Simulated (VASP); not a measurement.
The system is BeAl.

```
CELL_PARAMETERS angstrom
2.73911 0.00000 0.00000
-1.36956 2.37214 0.00000
0.00000 0.00000 3.81534
ATOMIC_POSITIONS crystal
Be 0.00000 0.00000 0.00000
Al 0.33333 0.66667 0.50000
```

* Program: VASP 6.6.1
* Task: relaxation of cell and atoms
* Functional: PBE
* Potentials or basis: VASP PAW PBE potentials, release 64 (Be, Al)
* Cutoff: 600 eV
* k mesh: 24 × 24 × 14
* Occupations: gaussian, width 0.1 eV
* Spin: no spin polarisation

At the start: pressure 3.8 GPa; volume 12.40 Å³/atom.

**Question.** Where does the relaxation end?

**Answer.** Over 11 steps the energy falls by 10.4 meV/atom and the volume is 12.84 Å³/atom (+3.6 %); space group P-6m2 (No. 187, to 0.05 Å).

The path:
```
step  energy change (eV)  largest force (eV/Å)  pressure (GPa)  volume (Å³)
   1              0.0000                0.0000            3.75        24.79
   2             -0.0132                0.0000           -0.39        25.85
   3             -0.0132                0.0000           -0.31        25.82
   4             -0.0146                0.0000           -0.23        25.78
   5             -0.0187                0.0000            0.10        25.66
   6             -0.0174                0.0000            1.02        25.40
   7             -0.0206                0.0000            0.42        25.56
   8             -0.0206                0.0000            0.49        25.54
   9             -0.0203                0.0000           -0.50        25.81
  10             -0.0208                0.0000            0.13        25.64
  11             -0.0208                0.0000           -0.02        25.68
```

Final structure:
```
Be Al
1.0
     2.71610    0.00000    0.00000
    -1.35805    2.35221    0.00000
     0.00000    0.00000    4.01968
Be Al
1 1
Direct
  0.00000 0.00000 0.00000
  0.33333 0.66667 0.50000
```
